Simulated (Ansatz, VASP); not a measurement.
One calculation of Mg, two programs

The input INCAR:

```
SYSTEM = Mg
ALGO = Normal ; EDIFF = 1E-6
ENCUT = 520 ; GGA = PE
ISIF = 2 ; ISMEAR = -1
LASPH = .True. ; LCHARG = .False.
LREAL = .False. ; LWAVE = .False.
NBANDS = 7 ; NELM = 100
PREC = Accurate ; SIGMA = 0.03
```

KPOINTS

```
k-points
0
Gamma
  16 16 16
  0 0 0
```

File POSCAR:

```
Mg
1.0
    0.0000000000      2.2442560000      2.1993708800
    2.2442560000      0.0000000000      2.1993708800
    2.2442560000      2.2442560000      0.0000000000
Mg
1
Direct
    0.0000000000      0.0000000000      0.0000000000
```

Input for Ansatz:

```yaml
crystal:
  lattice:
    - [0.0, 2.244256, 2.19937088]
    - [2.244256, 0.0, 2.19937088]
    - [2.244256, 2.244256, 0.0]
  atoms:
    - { symbol: Mg, position: [0.0, 0.0, 0.0] }
kpoints:
  mp_grid: { grid: [16, 16, 16] }
  band_path:
    path:
      - [0.0, 0.0, 0.0]
      - [0.0, 0.5, 0.5]
      - [0.25, 0.75, 0.5]
      - [0.0, 0.5, 0.0]
      - [0.0, 0.0, 0.0]
      - [0.5, 0.5, 0.0]
      - [0.3801541025, 0.6198458975, 0.0]
      - [-0.3801541025, 0.3801541025, 0.0]
      - [0.0, 0.0, 0.0]
    npoints: 5
scf:
  occupations: { method: fermi_dirac, width: 0.03 }
hamiltonian:
  xc: pbe
  pseudopotentials: { kind: all_electron, lapw: { basis_error: 0.001 } }
output:
  forces: true
  stress: true
  eigenvalues: true
```

Change from the starting cell: zz strain of -2 %.

Alike in both runs: task single point; functional PBE; k mesh 16 × 16 × 16; occupations fermi-dirac, width 0.03 eV; no spin polarisation.

```csv
,VASP,Ansatz
version,VASP 6.6.1,Ansatz 0.2.0
potentials or method,"VASP PAW PBE potentials, release 64 (Mg), cutoff 520 eV","all-electron LAPW, scalar-relativistic"
```

```tsv
	VASP	Ansatz	Ansatz less VASP
pressure (GPa)	1.5	1.6	+0.10
traceless stress, the component that is largest in VASP (GPa)	-0.21	-0.21	0.000
```

Ansatz ran all-electron here, and VASP with PAW potentials.
